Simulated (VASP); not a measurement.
A run of VASP 6.6.1 is set up as follows.

The input INCAR:

```
SYSTEM = LuW2ClO4
  PREC = Accurate
  ENCUT = 520
  EDIFF = 1E-6
  ISMEAR = -1
  SIGMA = 0.0149
  LREAL = .False.
  LASPH = .True.
  NELM = 60
  ALGO = Normal
  ISIF = 2
  LWAVE = .False.
  LCHARG = .True.
  GGA = PE
  LELF = .True.
  LVHAR = .True.
  NBANDS = 52
```

File KPOINTS:

```
regular mesh
0
Gamma
  5 5 3
  0 0 0
```

File POSCAR:

```
LuW2ClO4
1.0
    3.5184490000      0.0000000000      0.0000000000
    0.0000000000      3.5184490000      0.0000000000
    0.0000000000      0.0000000000      8.1500790000
Cl Lu O W
1 1 4 2
Direct
    0.0000000000      0.0000000000      0.5000000000
    0.0000000000      0.0000000000      0.0000000000
    0.5000000000      0.0000000000      0.8480000000
    0.0000000000      0.5000000000      0.8480000000
    0.5000000000      0.0000000000      0.1520000000
    0.0000000000      0.5000000000      0.1520000000
    0.5000000000      0.5000000000      0.7193000000
    0.5000000000      0.5000000000      0.2807000000
```

Potentials or basis: VASP PAW PBE potentials, release 64 (Cl, Lu, O, W_sv).

Command:

```console
$ cat potpaw_PBE.64/Cl/POTCAR potpaw_PBE.64/Lu/POTCAR potpaw_PBE.64/O/POTCAR potpaw_PBE.64/W_sv/POTCAR > POTCAR
$ mpirun -np 1 vasp_std > vasp.out
```

(1) Predict the pressure.

(2) Estimate the largest force.

Results:

(1) 16.0 GPa.

(2) 3.204 eV/Å.

Caveat: the stress differs along the axes, from 3 to 22 GPa; forces of over 1 eV/Å act on the atoms, so gaps and moduli don't describe the material at rest.
